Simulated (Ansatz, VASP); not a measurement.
Two plane-wave programs on SnO2

INCAR

```
SYSTEM = SnO2
ALGO     = Normal         ! electronic algorithm
EDIFF    = 1E-7           ! SCF threshold, eV
ENCUT    = 520            ! plane-wave cutoff, eV
GGA      = PE             ! functional
ISIF     = 2              ! what is computed and relaxed
ISMEAR   = 0              ! smearing method
IVDW     = 12             ! dispersion correction
LASPH    = .True.         ! aspherical terms in the spheres
LCHARG   = .True.         ! write CHGCAR
LELF     = .True.         ! ELF
LREAL    = .False.        ! projectors in reciprocal space
LVHAR    = .True.       
LWAVE    = .False.        ! write WAVECAR
NBANDS   = 35             ! bands
NELM     = 60             ! most SCF steps
PREC     = Accurate       ! precision mode
SIGMA    = 0.05           ! smearing width, eV
```

File KPOINTS:

```
k-points
0
Gamma
  12 12 4
  0 0 0
```

File POSCAR:

```
SnO2
1.0
    3.2378326028      0.0000000000      0.0000000000
   -1.6189163014      2.8040452872      0.0000000000
    0.0000000000      0.0000000000     10.4188273583
Sn O
2 4
Direct
    0.0000000000      0.0000000000      0.5000000000
    0.0000000000      0.0000000000      0.0000000000
    0.6666666667      0.3333333333      0.4017901351
    0.6666666667      0.3333333333      0.0982098649
    0.3333333333      0.6666666667      0.5982098649
    0.3333333333      0.6666666667      0.9017901351
```

Input for Ansatz:

```yaml
crystal:
  lattice:
    - [3.2378326028, 0.0, 0.0]
    - [-1.6189163014, 2.8040452872, 0.0]
    - [0.0, 0.0, 10.4188273583]
  atoms:
    - { symbol: Sn, position: [0.0, 0.0, 0.5] }
    - { symbol: Sn, position: [0.0, 0.0, 0.0] }
    - { symbol: O, position: [0.6666666667, 0.3333333333, 0.4017901351] }
    - { symbol: O, position: [0.6666666667, 0.3333333333, 0.0982098649] }
    - { symbol: O, position: [0.3333333333, 0.6666666667, 0.5982098649] }
    - { symbol: O, position: [0.3333333333, 0.6666666667, 0.9017901351] }
basis:
  ecutwfc: 520.0
kpoints:
  mp_grid: { grid: [12, 12, 4] }
hamiltonian:
  xc: pbe
  dispersion: d3bj
scf:
  occupations: { method: gaussian, width: 0.05 }
output:
  forces: true
  stress: true
  eigenvalues: true
```

Change from the starting cell: mode 1 frozen in at +0.000 Å, equal normal strain along x, y and z +0.0083.

Alike in both runs: task single point; functional PBE; dispersion D3(BJ); k mesh 12 × 12 × 4; occupations gaussian, width 0.05 eV; no spin polarisation.

|  | VASP | Ansatz |
| --- | --- | --- |
| version | VASP 6.6.1 | Ansatz 0.2.0 |
| potentials or method | VASP PAW PBE potentials, release 64 (Sn_d, O), cutoff 520 eV | scalar-relativistic, plane waves, PAW |
| valence electrons in the cell | 52 | 52 |

|  | VASP | Ansatz | Ansatz less VASP |
| --- | --- | --- | --- |
| gap on the k mesh at the Fermi level (eV) | 1.91 | 1.94 | +0.026 |
| least direct gap on the mesh (eV) | 2.25 | 2.27 | +0.020 |
| pressure (GPa) | -2.7 | -3.2 | -0.52 |
| traceless stress, the component that is largest in VASP (GPa) | 0.95 | 1.28 | +0.329 |
| rms of the force components (eV/Å) | 0.098 | 0.123 | +0.0246 |

Atom by atom the forces differ by 0.025 eV/Å (rms over components).
